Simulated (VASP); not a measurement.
Set up this calculation in VASP 6.6.1, as the native input.

```
Task                   : single point
Functional             : PBE
Potentials or basis    : VASP PAW PBE potentials, release 64 (Sc_sv, Ta_pv)
Cutoff                 : 520 eV
k mesh                 : 6 × 6 × 4
Occupations            : gaussian, width 0.1 eV
Spin                   : no spin polarisation
Dipole correction      : no
Further INCAR settings : ALGO = Fast; EDIFF = 1e-06; NBANDS = 30
```

The structure of Sc3Ta lies in POSCAR:

```
Sc3Ta
1.0
    5.0628479943      0.0000000000      0.0000000000
   -2.5314239972      4.3845549786      0.0000000000
    0.0000000000      0.0000000000      5.1481194320
Sc Ta
3 1
Direct
    0.0000000000      0.0000000000      0.0000000000
    0.3333333333      0.6666666667      0.5000000000
    0.6666666667      0.3333333333      0.5000000000
    0.0000000000      0.0000000000      0.5000000000
```

The cell was generated, and may not be a known phase.

These files were run (other wordings do the same):

INCAR

```
SYSTEM = Sc3Ta
ALGO = Fast
EDIFF = 1E-6
ENCUT = 520
GGA = PE
ISIF = 2
ISMEAR = 0
LASPH = .True.
LCHARG = .False.
LREAL = .False.
LWAVE = .False.
NBANDS = 30
NELM = 80
PREC = Accurate
SIGMA = 0.1
```

KPOINTS

```
k-points
0
Gamma
  6 6 4
  0 0 0
```

Potentials or basis: VASP PAW PBE potentials, release 64 (Sc_sv, Ta_pv).

The run is started by

```sh
$ cat potpaw_PBE.64/Sc_sv/POTCAR potpaw_PBE.64/Ta_pv/POTCAR > POTCAR
$ mpirun -np 1 vasp_std > vasp.out
```

It gave:

```yaml
Pressure: 0.2 GPa
Band_gap_on_the_k_mesh: zero (bands 22 and 23 overlap by 0.38 eV)
```

Caveat: spin-orbit coupling is left out, which moves the levels of the heavy elements.

Wall time 4.2 min on 1 thread of Oxide Virtual Turin-like Processor, with other jobs on the host, peak memory 0.24 GiB.
